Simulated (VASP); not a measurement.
# Pt (Fm-3m) in VASP: further runs

Aim: see how the results for Pt move with the level of theory and the settings. Levels: PBE, PBEsol. Tasks: single point.

Program: VASP 6.6.1. These are calculated values, not measurements. Logs are shortened: lines on timing, memory, paths and dates and some standing lists are left out, and cuts for length are marked.

**1. The cell of the first run**

The structure is cubic, space group Fm-3m (No. 225). The conventional cell has a = 3.970 Å, b = 3.970 Å, c = 3.970 Å, α = 90.00°, β = 90.00°, γ = 90.00°. Pt (site symmetry m-3m) has 12 Pt at 2.81 Å within 3.7 Å.

**2. Single point, PBE**

Contents of INCAR:

```
PREC = Accurate
ENCUT = 520
EDIFF = 1E-7
ISMEAR = 1
SIGMA = 0.1
LREAL = False
LASPH = True
NELM = 80
ALGO = Normal
ISIF = 2
LWAVE = False
LCHARG = True
GGA = PE
LELF = True
LVHAR = True
NBANDS = 11
```

Contents of KPOINTS:

```
regular mesh
0
Gamma
  35 35 35
```

Contents of POSCAR:

```
Pt
1.0
    0.0000000000      1.9847816870      1.9847816870
    1.9847816870      0.0000000000      1.9847816870
    1.9847816870      1.9847816870      0.0000000000
Pt
1
Direct
    0.0000000000      0.0000000000      0.0000000000
```

Potentials or basis: VASP PAW PBE potentials, release 64 (Pt).

The run is started by

```
> cat potpaw_PBE.64/Pt/POTCAR > POTCAR
> mpirun -np 1 vasp_std > vasp.out
```

OUTCAR:

```text
PREC = Accurate
   ENCUT = 520
   EDIFF = 1E-7
   ISMEAR = 1
   LREAL = False
   LASPH = True
   NELM = 80
   ISIF = 2
   GGA = PE

 ion  position               nearest neighbor table
   1  0.000  0.000  0.000-

  LATTYP: Found a face centered cubic cell.
 ALAT       =     3.9695633740

  Lattice vectors:

 A1 = (   0.0000000000,   1.9847816870,   1.9847816870)
 A2 = (   1.9847816870,   0.0000000000,   1.9847816870)
 A3 = (   1.9847816870,   1.9847816870,   0.0000000000)

Analysis of symmetry for initial positions (statically):
=====================================================================
 Subroutine PRICEL returns:
 Original cell was already a primitive cell.

 Routine SETGRP: Setting up the symmetry group for a
 face centered cubic supercell.

 Subroutine GETGRP returns: Found 48 space group operations
 (whereof 48 operations were pure point group operations)
 out of a pool of 48 trial point group operations.

The static configuration has the point symmetry O_h .

Analysis of symmetry for dynamics (positions and initial velocities):
=====================================================================
 Subroutine PRICEL returns:
 Original cell was already a primitive cell.

 Routine SETGRP: Setting up the symmetry group for a
 face centered cubic supercell.

 Subroutine GETGRP returns: Found 48 space group operations
 (whereof 48 operations were pure point group operations)
 out of a pool of 48 trial point group operations.

The dynamic configuration has the point symmetry O_h .

 Subroutine INISYM returns: Found 48 space group operations
 (whereof 48 operations are pure point group operations),
 and found     1 'primitive' translations

----------------------------------------------------------------------------------------

                                     Primitive cell

  volume of cell :      15.6375

  direct lattice vectors                    reciprocal lattice vectors
     0.000000000  1.984781687  1.984781687    -0.251916875  0.251916875  0.251916875
     1.984781687  0.000000000  1.984781687     0.251916875 -0.251916875  0.251916875
     1.984781687  1.984781687  0.000000000     0.251916875  0.251916875 -0.251916875

  length of vectors
     2.806905180  2.806905180  2.806905180     0.436332827  0.436332827  0.436332827

  position of ions in fractional coordinates (direct lattice)
     0.000000000  0.000000000  0.000000000

  ion indices of the primitive-cell ions
   primitive index   ion index
                 1           1

----------------------------------------------------------------------------------------

 KPOINTS: regular mesh

Automatic generation of k-mesh.
 Grid dimensions read from file:
 generate k-points for:   35   35   35

 Generating k-lattice:

  Cartesian coordinates                     Fractional coordinates (reciprocal lattice)
    -0.007197625  0.007197625  0.007197625     0.028571429  0.000000000  0.000000000
     0.007197625 -0.007197625  0.007197625     0.000000000  0.028571429  0.000000000
     0.007197625  0.007197625 -0.007197625     0.000000000  0.000000000  0.028571429

  Length of vectors
     0.012466652  0.012466652  0.012466652

  Shift w.r.t. Gamma in fractional coordinates (k-lattice)
     0.000000000  0.000000000  0.000000000

 Subroutine IBZKPT returns following result:
 ===========================================

 Found   1140 irreducible k-points:

 Following reciprocal coordinates:
            Coordinates               Weight
  0.000000  0.000000  0.000000      1.000000
  0.028571  0.000000  0.000000      8.000000
  0.057143  0.000000  0.000000      8.000000
  0.085714  0.000000  0.000000      8.000000
  0.114286  0.000000  0.000000      8.000000
  0.142857  0.000000  0.000000      8.000000
[... 16 lines left out ...]
  0.142857  0.028571  0.000000     24.000000
  0.171429  0.028571  0.000000     24.000000
 [... further k-points ...]
   k-points           NKPTS =   1140   k-points in BZ     NKDIM =   1140   number of bands    NBANDS=     11
   number of dos      NEDOS =    301   number of ions     NIONS =      1
   total plane-waves  NPLWV =  13824
   dimension x,y,z NGX =    24 NGY =   24 NGZ =   24
   dimension x,y,z NGXF=    48 NGYF=   48 NGZF=   48
   ions per type =               1
   NGX,Y,Z   is equivalent  to a cutoff of  14.21, 14.21, 14.21 a.u.
   NGXF,Y,Z  is equivalent  to a cutoff of  28.43, 28.43, 28.43 a.u.
 SYSTEM =  unknown system
   PREC   = accura    normal or accurate (medium, high low for compatibility)
   ISTART =      0    job   : 0-new  1-cont  2-samecut
   ICHARG =      2    charge: 1-file 2-atom 10-const
   ISPIN  =      1    spin polarized calculation?
   LNONCOLLINEAR =      F non collinear calculations
   LSORBIT =      F    spin-orbit coupling
   LASPH  =      T    aspherical Exc in radial PAW
   ENCUT  =  520.0 eV  38.22 Ry    6.18 a.u.   5.22  5.22  5.22*2*pi/ulx,y,z
   NELM   =     80;   NELMIN=  2; NELMDL= -5     # of ELM steps
   EDIFF  = 0.1E-06   stopping-criterion for ELM
   LREAL  =      F    real-space projection
   EDIFFG = 0.1E-05   stopping-criterion for IOM
   NSW    =      0    number of steps for IOM
   IBRION =     -1    ionic relax: 0-MD 1-quasi-New 2-CG
   NFREE  =      0    steps in history (QN), initial steepest desc. (CG)
   ISIF   =      2    stress and relaxation
   ISYM   =      2    0-nonsym 1-usesym 2-fastsym
   POTIM  = 0.5000    time-step for ionic-motion
   TEBEG  =    0.0;   TEEND  =   0.0 temperature during run
   PSTRESS=    0.0 pullay stress
   NELECT =      10.0000    total number of electrons
   NUPDOWN=      -1.0000    fix difference up-down
   EMIN   =  10.00;   EMAX   =-10.00  energy-range for DOS
   EFERMI =   0.00;   METHOD = LEGACY
   ISMEAR =     1;   SIGMA  =   0.10  broadening in eV -4-tet -1-fermi 0-gaus
   EFERMI_NEDOS =   21; number of points for ismear=-14 and -15
   IALGO  =     38    algorithm
   IMIX   =      4    mixing-type and parameters
     AMIX     =   0.40;   BMIX     =  1.00
     AMIX_MAG =   1.60;   BMIX_MAG =  1.00
  volume/ion in A,a.u.               =      15.64       105.53
  Fermi-wavevector in a.u.,A,eV,Ry     =   1.410432  2.665330 27.066312  1.989318
  Thomas-Fermi vector in A             =   2.532386
   LORBIT       =      0    0 simple, 1 ext, 2 COOP (PROOUT), +10 PAW based schemes
   GGA     = PE    functional components
   LHFCALC =     F    Hartree Fock is set to
   AEXX    =    0.0000 exact exchange contribution
   IVDW    =     0    specifies the selected vdW correction
   LEPSILON=     F    determine dielectric tensor
   LRPA    =     F    only Hartree local field effects (RPA)
 non-spin polarized calculation
 Methfessel and Paxton  Order N= 1 SIGMA  =   0.10
  energy-cutoff  :      520.00
  volume of cell :       15.64
 maximum number of plane-waves:       444
 NGX is ok and might be reduce to    24
   NGX = 11   NGY = 11   NGZ = 11

 number of electron      10.0000002 magnetization

 Free energy of the ion-electron system (eV)
  ---------------------------------------------------
  ext. energy  EPLUGINS =         0.00000000
  ---------------------------------------------------
  free energy    TOTEN  =        -6.09800684 eV

  energy without entropy =       -6.09759484  energy(sigma->0) =       -6.09786951

 E-fermi :  10.5700     XC(G=0): -13.2736

 val. band max:       10.5693374629   @ k =   0.4857   0.3143   0.0571
 cond. band min:      10.5708765510   @ k =  -0.4286   0.4000   0.1429
 fundamental gap:      0.0015390881
 Fermi energy:        10.5699885188

 k-point     1 :       0.0000    0.0000    0.0000
  band No.  band energies     occupation
      1       0.7667      2.00000
      2       7.0091      2.00000
      3       7.0091      2.00000
      4       7.0091      2.00000
      5       9.0396      2.00000
      6       9.0396      2.00000
      7      25.3150      0.00000
      8      30.0785      0.00000
      9      30.0785      0.00000
     10      30.0785      0.00000
     11      35.2923      0.00000

 k-point     2 :       0.0286    0.0000    0.0000
  band No.  band energies     occupation
      1       0.7986      2.00000
      2       6.9949      2.00000
      3       7.0218      2.00000
      4       7.0218      2.00000
      5       9.0323      2.00000
      6       9.0323      2.00000
      7      25.3641      0.00000
      8      29.8841      0.00000
      9      30.1263      0.00000
     10      30.1263      0.00000
     11      35.5053      0.00000

 k-point     3 :       0.0571    0.0000    0.0000
  band No.  band energies     occupation
      1       0.8938      2.00000
      2       6.9538      2.00000
      3       7.0590      2.00000
      4       7.0590      2.00000
      5       9.0121      2.00000
      6       9.0121      2.00000
      7      25.5079      0.00000
      8      29.3784      0.00000
      9      30.2687      0.00000
     10      30.2687      0.00000
     11      36.0416      0.00000

 k-point     4 :       0.0857    0.0000    0.0000
  band No.  band energies     occupation
      1       1.0500      2.00000
      2       6.8906      2.00000
      3       7.1167      2.00000
      4       7.1167      2.00000
      5       8.9837      2.00000
      6       8.9837      2.00000
      7      25.7353      0.00000
      8      28.6948      0.00000
      9      30.5019      0.00000
     10      30.5019      0.00000
     11      36.6176      0.00000
[... 239 lines left out ...]
 k-point    22 :       0.1143    0.0286    0.0000
  band No.  band energies     occupation
      1       1.2139      2.00000
      2       6.8129      2.00000
      3       7.1769      2.00000
      4       7.1887      2.00000
      5       8.8769      2.00000
      6       9.0398      2.00000
      7      25.9655      0.00000
      8      28.1931      0.00000
      9      30.5063      0.00000
     10      30.8260      0.00000
     11      36.7804      0.00000

 k-point    23 :       0.1429    0.0286    0.0000
  band No.  band energies     occupation
      1       1.4617      2.00000
      2       6.7315      2.00000
      3       7.2521      2.00000
      4       7.2642      2.00000
      5       8.8369      2.00000
      6       9.0375      2.00000
      7      26.2763      0.00000
      8      27.3992      0.00000
      9      30.8043      0.00000
     10      31.2475      0.00000
     11      36.0741      0.00000

 k-point    24 :       0.1714    0.0286    0.0000
  band No.  band energies     occupation
      1       1.7548      2.00000
      2       6.6549      2.00000
      3       7.3226      2.00000
      4       7.3331      2.00000
      5       8.8213      2.00000
      6       9.0553      2.00000
      7      26.4427      0.00000
      8      26.7127      0.00000
      9      31.1567      0.00000
     10      31.7350      0.00000
     11      35.1404      0.00000

 [... further k-points ...]

------------------------ aborting loop because EDIFF is reached ----------------------------------------

  FORCE on cell =-STRESS in cart. coord.  units (eV):
  Direction    XX          YY          ZZ          XY          YZ          ZX
  --------------------------------------------------------------------------------------
  -------------------------------------------------------------------------------------
  Total       -0.0482436     -0.0482436     -0.0482436      0.0000000      0.0000000      0.0000000
  in kB       -4.9428999     -4.9428999     -4.9428999      0.0000000      0.0000000      0.0000000
  external PRESSURE =      -4.9428999 kB  Pullay stress =       0.0000000 kB

 VOLUME and BASIS-vectors are now :
 -----------------------------------------------------------------------------
  energy-cutoff  :      520.00
  volume of cell :       15.64
      direct lattice vectors                 reciprocal lattice vectors
     0.000000000  1.984781687  1.984781687    -0.251916875  0.251916875  0.251916875
     1.984781687  0.000000000  1.984781687     0.251916875 -0.251916875  0.251916875
     1.984781687  1.984781687  0.000000000     0.251916875  0.251916875 -0.251916875

 POSITION                                       TOTAL-FORCE (eV/Angst)
 -----------------------------------------------------------------------------------
      0.00000      0.00000      0.00000        -0.000000     -0.000000     -0.000000
 -----------------------------------------------------------------------------------
    total drift:                               -0.000000      0.000000     -0.000000

  FREE ENERGIE OF THE ION-ELECTRON SYSTEM (eV)
  ---------------------------------------------------
  free  energy   TOTEN  =        -6.0980068380 eV

  energy  without entropy=       -6.0975948402  energy(sigma->0) =       -6.09786951
```

Run time: 51 s. Hardware: 1 thread of Intel Xeon 6975P-C (Granite Rapids), shared host; peak memory 0.32 GiB.

What came out:

| Quantity | Value |
| --- | --- |
| Free energy | -6.0980 eV |
| Pressure | -0.5 GPa |
| Band gap on the k mesh | zero (bands 5 and 6 overlap by 2.09 eV) |

Levels at points of the mesh, in eV from the Fermi level:
```tsv
k point	band 1	band 2	band 3	band 4	band 5	band 6	band 7	band 8	band 9	band 10
(0.00, 0.00, 0.00)	-9.80	-3.56	-3.56	-3.56	-1.53	-1.53	14.75	19.51	19.51	19.51
```

Caveat: spin-orbit coupling is left out, which moves the levels of the heavy elements.

**3. Single point, PBEsol, non-collinear spin, zero start, spin-orbit coupling**

This run uses another cell than the first one, of 15.03 Å³/atom.

Contents of INCAR:

```
PREC = Accurate ; ENCUT = 520
EDIFF = 1E-6 ; ISMEAR = 1
SIGMA = 0.1 ; LREAL = False
LASPH = True ; NELM = 150
ALGO = Normal ; ISIF = 2
LWAVE = False ; LCHARG = False
MAGMOM = 0 0 0 ; LORBIT = 11
LSORBIT = True ; GGA_COMPAT = False
LORBMOM = True ; LMAXMIX = 4
GGA = PS ; NBANDS = 21
```

Contents of KPOINTS:

```
regular mesh
0
Gamma
  24 24 24
```

Contents of POSCAR:

```
Pt
1.0
    0.0000000000      1.9588489820      1.9588489820
    1.9588489820      0.0000000000      1.9588489820
    1.9588489820      1.9588489820      0.0000000000
Pt
1
Direct
    0.0000000000      0.0000000000      0.0000000000
```

Potentials or basis: VASP PAW PBE potentials, release 64 (Pt).

The run is started by

```
> cat potpaw_PBE.64/Pt/POTCAR > POTCAR
> mpirun -np 1 vasp_ncl > vasp.out
```

Wall time 95 s (1 thread of Intel Xeon 6975P-C (Granite Rapids), shared host); peak memory 0.33 GiB.

It converged, with:

```yaml
Free_energy: -7.3551 eV
Pressure: 0.4 GPa
Net_moment: 0.00 μB per cell
Valence_electrons_inside_the_program's_atomic_spheres: Pt 9.29
```

Moments on the atoms (μB; x, y, z):
```
Pt  0.00 0.00 0.00
```

Caveat: the PAW data sets were made with another functional, which shifts forces and pressure a little.
